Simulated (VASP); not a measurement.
## WSe2: single point with PBE

The system is WSe2.

```
W Se
1.0
     0.00000    6.18497    6.18497
     6.18497    0.00000    6.18497
     6.18497    6.18497    0.00000
W Se
8 16
Direct
  0.00929 0.99620 0.98703
  0.99713 0.01271 0.50902
  0.99351 0.49880 0.00876
  0.00102 0.47966 0.50054
  0.50008 0.99010 0.02106
  0.50857 0.00956 0.48668
  0.50630 0.51487 0.99319
  0.50546 0.50645 0.48217
  0.11478 0.12112 0.15829
  0.40138 0.37605 0.35761
  0.09141 0.11160 0.65711
  0.35804 0.36934 0.87864
  0.15429 0.61491 0.13399
  0.36170 0.86366 0.37384
  0.15283 0.60175 0.61803
  0.36239 0.88491 0.87895
  0.61937 0.12332 0.14683
  0.87741 0.40842 0.34545
  0.64738 0.11799 0.60339
  0.85839 0.36420 0.88564
  0.59469 0.64778 0.11511
  0.86943 0.87600 0.35644
  0.60649 0.65267 0.62821
  0.88031 0.84684 0.88936
```

* Program: VASP 6.6.1
* Task: single point
* Functional: PBE
* Potentials or basis: VASP PAW PBE potentials, release 64 (W_sv, Se)
* Cutoff: 520 eV
* k mesh: 2 × 2 × 2
* Occupations: fermi-dirac, width 0.112 eV
* Spin: no spin polarisation

```json
{
  "Pressure": "4.7 GPa",
  "Largest force": "2.824 eV/Å",
  "Band gap on the k mesh": "zero (bands 104 and 105 overlap by 0.10 eV)"
}
```

Forces in eV/Å, atoms in the order of the input:
```
W    1.516  1.396 -1.729
W   -0.863 -0.151 -0.880
W   -1.730 -0.441  0.284
W    0.738  0.464  0.673
W    0.642 -0.992  0.672
W    0.594  0.498 -0.571
W   -0.581 -0.764 -0.987
W    0.063  0.909 -0.175
Se  -0.889 -0.945  0.654
Se   0.618  0.261 -1.267
Se  -0.976 -1.425  2.235
Se  -0.576  0.548  0.583
Se   0.006 -0.974 -0.640
Se   0.583  0.757  0.852
Se   0.940 -1.467 -0.940
Se   0.266 -0.203  1.292
Se  -1.413 -1.972  0.367
Se   1.184  0.726 -1.111
Se   0.827  0.079 -0.323
Se  -0.129  0.828  1.448
Se  -0.594  1.351  0.315
Se  -0.161  1.072 -0.713
Se  -1.083  0.694 -0.358
Se   1.021 -0.249  0.320
```

Stress tensor (GPa, compression positive):
```
 4.51  0.84 -1.59
 0.84  5.20 -1.67
-1.59 -1.67  4.39
```

Levels at points of the mesh, in eV from the Fermi level:
| k point | band 102 | band 103 | band 104 | band 105 | band 106 | band 107 |
| --- | --- | --- | --- | --- | --- | --- |
| (0.00, 0.00, 0.00) | -0.37 | -0.33 | -0.18 | -0.12 | -0.03 | 0.03 |
| (0.50, 0.00, 0.00) | -0.07 | -0.05 | -0.02 | 0.01 | 0.05 | 0.12 |
| (0.00, 0.50, 0.00) | -0.19 | -0.11 | -0.07 | -0.01 | 0.05 | 0.12 |
| (0.00, 0.00, 0.50) | -0.11 | -0.08 | -0.05 | 0.02 | 0.06 | 0.11 |
| (0.50, 0.50, 0.50) | -0.14 | -0.09 | -0.03 | 0.00 | 0.04 | 0.10 |
| (0.50, 0.50, 0.00) | -0.27 | -0.22 | -0.10 | 0.34 | 0.39 | 0.49 |
| (0.00, 0.50, 0.50) | -0.26 | -0.15 | -0.02 | 0.27 | 0.41 | 0.44 |
| (0.50, 0.00, 0.50) | -0.28 | -0.16 | -0.15 | 0.25 | 0.41 | 0.52 |

Wall time 47 min on 1 thread of Intel Xeon 8259CL (shared host), peak memory 0.82 GiB.

Caveat: the k points lie up to 0.44 Å⁻¹ apart; the atoms stand as in a frame of molecular dynamics; the structure was generated, so it needn't be the stable form of WSe2; spin-orbit coupling is left out, which moves the levels of the heavy elements; forces of over 1 eV/Å act on the atoms, so gaps and moduli don't describe the material at rest.
